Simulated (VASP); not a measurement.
Runs of VASP 6.6.1 on Bi. The structure is that of space group Im-3m (No. 229), or close to it. The cells are those of the table. 

```csv
task,cell,cutoff (eV),smearing,ions in elastic constants,gap on the mesh (eV),pressure (GPa)
relaxation of cell and atoms,"relaxed from a = 3.389 Å, angles 109.5°, 1 atom",600,fermi-dirac 0.15 eV,-,none,0.0
single point,"a = 3.389 Å, angles 109.5°, 1 atom",520,gaussian 0.1 eV,-,none,-0.1
single point,"a = 3.389 Å, angles 109.5°, 1 atom",520,fermi-dirac 0.1 eV,-,none,0.0
single point,"a = 3.423 Å, angles 109.5°, 1 atom",520,gaussian 0.1 eV,-,none,(a)
single point,"a = 3.456 Å, angles 109.5°, 1 atom",520,gaussian 0.1 eV,-,none,-3.0
single point,"a = 3.355 Å, angles 109.5°, 1 atom",520,gaussian 0.1 eV,-,none,1.9
```

Alike in all rows: level PBEsol; potentials or basis VASP PAW PBE potentials, release 64 (Bi_d); no spin polarisation; k mesh 16 × 16 × 16.

Task: Fill in the values left out.

Result: (a) -1.7.

Caveats: the PAW data sets were made with another functional, which shifts forces and pressure a little; spin-orbit coupling is left out, which moves the levels of the heavy elements.

A k mesh can miss the band edges, and the runs leave out spin-orbit coupling on Bi.

A gap of «none» marks levels without a gap at the run's occupations.
